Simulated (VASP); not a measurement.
# CuO (Cccm) in VASP: further runs

The runs below take CuO through single point, with PBEsol.

Everything below comes from runs of VASP 6.6.1. Logs are shortened: lines on timing, memory, paths and dates and some standing lists are left out, and cuts for length are marked.

**1. The cell of the first run**

Symmetry: Cccm, No. 66, orthorhombic system. Conventional cell: a = 3.982 Å, b = 4.307 Å, c = 5.156 Å, α = 90.00°, β = 90.00°, γ = 90.00°. Cu (site symmetry 2/m) has 4 O at 1.95 Å within 2.6 Å. O (site symmetry 222) has 4 Cu at 1.95 Å and 2 O at 2.58 Å within 2.6 Å.

**2. Single point, PBEsol**

INCAR reads:

```
  PREC = Accurate
  ENCUT = 820
  EDIFF = 1E-6
  ISMEAR = 0
  SIGMA = 0.1
  LREAL = F
  LASPH = T
  NELM = 120
  ALGO = Normal
  ISIF = 2
  LWAVE = F
  LCHARG = T
  GGA = PS
  LELF = T
  LVHAR = T
  NBANDS = 33
  GGA_COMPAT = F
```

KPOINTS reads:

```
Automatic mesh
0
Gamma
  8 8 6
  0.5 0.5 0.5
```

POSCAR reads:

```
CuO
1.0
    1.9909680000     -2.1535500000      0.0000000000
    1.9909680000      2.1535500000      0.0000000000
    0.0000000000      0.0000000000      5.1559280000
Cu O
2 2
Direct
    0.0000000000      0.5000000000      0.0000000000
    0.5000000000      0.0000000000      0.5000000000
    0.5000000000      0.5000000000      0.2500000000
    0.5000000000      0.5000000000      0.7500000000
```

Potentials or basis: VASP PAW PBE potentials, release 64 (Cu_sv_GW, O).

On the command line:

```bash
> cat potpaw_PBE.64/Cu_sv_GW/POTCAR potpaw_PBE.64/O/POTCAR > POTCAR
> mpirun -np 1 vasp_std > vasp.out
```

OUTCAR:

```text
PREC = Accurate
   ENCUT = 820
   EDIFF = 1E-6
   ISMEAR = 0
   LREAL = F
   LASPH = T
   NELM = 120
   ISIF = 2
   GGA = PS

 ion  position               nearest neighbor table
   1  0.000  0.500  0.000-   3 1.95   4 1.95   3 1.95   4 1.95
   2  0.500  0.000  0.500-   3 1.95   4 1.95   3 1.95   4 1.95
   3  0.500  0.500  0.250-   1 1.95   2 1.95   2 1.95   1 1.95
   4  0.500  0.500  0.750-   1 1.95   2 1.95   2 1.95   1 1.95

  LATTYP: Found a base centered orthorhombic cell.
 ALAT       =     3.9819360000
 B/A-ratio  =     1.0816597755
 C/A-ratio  =     1.2948294498

  Lattice vectors:

 A1 = (   1.9909680000,  -2.1535500000,   0.0000000000)
 A2 = (   1.9909680000,   2.1535500000,   0.0000000000)
 A3 = (   0.0000000000,   0.0000000000,   5.1559280000)

Analysis of symmetry for initial positions (statically):
=====================================================================
 Subroutine PRICEL returns:
 Original cell was already a primitive cell.

 Routine SETGRP: Setting up the symmetry group for a
 base centered orthorhombic supercell.

 Subroutine GETGRP returns: Found  8 space group operations
 (whereof  4 operations were pure point group operations)
 out of a pool of  8 trial point group operations.

The static configuration has the point symmetry C_2h.
 The point group associated with its full space group is D_2h.

Analysis of symmetry for dynamics (positions and initial velocities):
=====================================================================
 Subroutine PRICEL returns:
 Original cell was already a primitive cell.

 Routine SETGRP: Setting up the symmetry group for a
 base centered orthorhombic supercell.

 Subroutine GETGRP returns: Found  8 space group operations
 (whereof  4 operations were pure point group operations)
 out of a pool of  8 trial point group operations.

The dynamic configuration has the point symmetry C_2h.
 The point group associated with its full space group is D_2h.

 Subroutine INISYM returns: Found  8 space group operations
 (whereof  4 operations are pure point group operations),
 and found     1 'primitive' translations

----------------------------------------------------------------------------------------

                                     Primitive cell

  volume of cell :      44.2136

[... 90 lines left out ...]
   ENCUT  =  820.0 eV  60.27 Ry    7.76 a.u.   6.85  6.85 12.04*2*pi/ulx,y,z
   NELM   =    120;   NELMIN=  2; NELMDL= -5     # of ELM steps
   EDIFF  = 0.1E-05   stopping-criterion for ELM
   LREAL  =      F    real-space projection
   EDIFFG = 0.1E-04   stopping-criterion for IOM
   NSW    =      0    number of steps for IOM
   IBRION =     -1    ionic relax: 0-MD 1-quasi-New 2-CG
   NFREE  =      0    steps in history (QN), initial steepest desc. (CG)
   ISIF   =      2    stress and relaxation
   ISYM   =      2    0-nonsym 1-usesym 2-fastsym
   POTIM  = 0.5000    time-step for ionic-motion
   TEBEG  =    0.0;   TEEND  =   0.0 temperature during run
   PSTRESS=    0.0 pullay stress
   NELECT =      50.0000    total number of electrons
   NUPDOWN=      -1.0000    fix difference up-down
   EMIN   =  10.00;   EMAX   =-10.00  energy-range for DOS
   EFERMI =   0.00;   METHOD = LEGACY
   ISMEAR =     0;   SIGMA  =   0.10  broadening in eV -4-tet -1-fermi 0-gaus
   EFERMI_NEDOS =   21; number of points for ismear=-14 and -15
   IALGO  =     38    algorithm
   IMIX   =      4    mixing-type and parameters
     AMIX     =   0.40;   BMIX     =  1.00
     AMIX_MAG =   1.60;   BMIX_MAG =  1.00
  volume/ion in A,a.u.               =      11.05        74.59
  Fermi-wavevector in a.u.,A,eV,Ry     =   1.705609  3.223134 39.580735  2.909102
  Thomas-Fermi vector in A             =   2.784798
   LORBIT       =      0    0 simple, 1 ext, 2 COOP (PROOUT), +10 PAW based schemes
   GGA     = PS    functional components
   LHFCALC =     F    Hartree Fock is set to
   AEXX    =    0.0000 exact exchange contribution
   IVDW    =     0    specifies the selected vdW correction
   LEPSILON=     F    determine dielectric tensor
   LRPA    =     F    only Hartree local field effects (RPA)
 non-spin polarized calculation
 Gauss-broadening in eV      SIGMA  =   0.10
  energy-cutoff  :      820.00
  volume of cell :       44.21
 maximum number of plane-waves:      2370
   NGX = 13   NGY = 13   NGZ = 25

 number of electron      49.9999989 magnetization

 Free energy of the ion-electron system (eV)
  ---------------------------------------------------
  ext. energy  EPLUGINS =         0.00000000
  ---------------------------------------------------
  free energy    TOTEN  =       -21.64557658 eV

  energy without entropy =      -21.63515579  energy(sigma->0) =      -21.64036618

 E-fermi :   4.7796     XC(G=0): -11.9523

 val. band max:        4.7715048974   @ k =   0.0625   0.0625   0.4167
 cond. band min:       4.7943857842   @ k =  -0.0625   0.0625   0.4167
 fundamental gap:      0.0228808869
 Fermi energy:         4.7795846234

 k-point     1 :       0.0625    0.0625    0.0833
  band No.  band energies     occupation
      1    -107.6165      2.00000
      2    -107.6161      2.00000
      3     -65.2596      2.00000
      4     -65.2594      2.00000
      5     -65.2261      2.00000
      6     -65.2210      2.00000
[... 853 lines left out ...]
     32      18.6383      0.00000
     33      19.2421      0.00000

 [... further k-points ...]

------------------------ aborting loop because EDIFF is reached ----------------------------------------

  FORCE on cell =-STRESS in cart. coord.  units (eV):
  Direction    XX          YY          ZZ          XY          YZ          ZX
  --------------------------------------------------------------------------------------
  -------------------------------------------------------------------------------------
  Total       -1.4378939     -1.8787422     -2.3253709     -0.0000000      0.0000000      0.0000000
  in kB      -52.1052349    -68.0803360    -84.2649036     -0.0000000      0.0000000      0.0000000
  external PRESSURE =     -68.1501582 kB  Pullay stress =       0.0000000 kB

 VOLUME and BASIS-vectors are now :
 -----------------------------------------------------------------------------
  energy-cutoff  :      820.00
  volume of cell :       44.21
      direct lattice vectors                 reciprocal lattice vectors
     1.990968000 -2.153550000  0.000000000     0.251134122 -0.232174781  0.000000000
     1.990968000  2.153550000  0.000000000     0.251134122  0.232174781  0.000000000
     0.000000000  0.000000000  5.155928000     0.000000000  0.000000000  0.193951506

 POSITION                                       TOTAL-FORCE (eV/Angst)
 -----------------------------------------------------------------------------------
      0.99548      1.07678      0.00000         0.000000     -0.000000     -0.000000
      0.99548     -1.07678      2.57796         0.000000     -0.000000     -0.000000
      1.99097      0.00000      1.28898         0.000000      0.000000      0.000000
      1.99097      0.00000      3.86695         0.000000      0.000000     -0.000000
 -----------------------------------------------------------------------------------
    total drift:                                0.000000      0.000000      0.000000

  FREE ENERGIE OF THE ION-ELECTRON SYSTEM (eV)
  ---------------------------------------------------
  free  energy   TOTEN  =       -21.6455765806 eV

  energy  without entropy=      -21.6351557877  energy(sigma->0) =      -21.64036618
```

Run time: 2.6 min. Hardware: 1 thread of Intel Xeon Platinum 8259CL at 2.50GHz (Skylake/Cascade Lake), shared host; peak memory 0.31 GiB.

Results:

```
Free energy            : -21.6456 eV
Pressure               : -6.8 GPa
Band gap on the k mesh : zero (bands 25 and 26 overlap by 0.80 eV)
```

Caveat: the cell stands under tension; the PAW data sets were made with another functional, which shifts forces and pressure a little; semilocal functionals often make such compounds metallic where correlation or magnetic order opens a gap, which also shifts bond lengths. With open d or f shells a metallic result of PBEsol can be an artefact of self-interaction; +U or a hybrid may open a gap.

**3. Single point, PBEsol**

INCAR reads:

```
SYSTEM = CuO
PREC = Accurate
ENCUT = 820
EDIFF = 1E-6
ISMEAR = 0
SIGMA = 0.1
LREAL = .False.
LASPH = .True.
NELM = 120
ALGO = Normal
ISIF = 2
LWAVE = .False.
LCHARG = .False.
GGA = PS
NBANDS = 33
GGA_COMPAT = .False.
```

KPOINTS reads:

```
Automatic mesh
0
Gamma
  8 8 6
  0 0 0
```

POSCAR is that of step 2.

Potentials or basis: VASP PAW PBE potentials, release 64 (Cu_sv_GW, O).

On the command line:

```bash
> cat potpaw_PBE.64/Cu_sv_GW/POTCAR potpaw_PBE.64/O/POTCAR > POTCAR
> mpirun -np 1 vasp_std > vasp.out
```

Wall time 5.2 min (1 thread of Intel Xeon 6975P-C (Granite Rapids), shared host); peak memory 0.35 GiB.

Results (log left out):

* Free energy: -21.6429 eV
* Pressure: -6.9 GPa
* Band gap on the k mesh: zero (bands 25 and 26 overlap by 1.10 eV)

Stress tensor (GPa, compression positive):
```
-5.42  0.00  0.00
 0.00 -7.05  0.00
 0.00  0.00 -8.13
```

Levels at points of the mesh, in eV from the Fermi level:
```tsv
k point	band 23	band 24	band 25	band 26	band 27	band 28
(0.00, 0.00, 0.00)	-2.28	-1.89	0.58	0.76	1.32	5.94
(0.50, 0.00, 0.00)	-1.56	-1.51	0.21	0.45	3.54	5.83
(0.50, 0.50, 0.00)	-1.61	-1.20	-1.15	1.12	2.03	7.11
(0.00, 0.00, 0.50)	-1.54	-1.54	0.10	0.10	3.39	3.39
(0.50, 0.00, 0.50)	-1.99	-1.81	-0.16	0.67	4.20	5.81
(0.50, 0.50, 0.50)	-1.40	-1.40	-0.52	-0.52	3.91	3.91
```

Caveat: the cell stands under tension; the PAW data sets were made with another functional, which shifts forces and pressure a little; semilocal functionals often make such compounds metallic where correlation or magnetic order opens a gap, which also shifts bond lengths.

The gap in the log of VASP goes by the Fermi energy; the results here count the filled bands.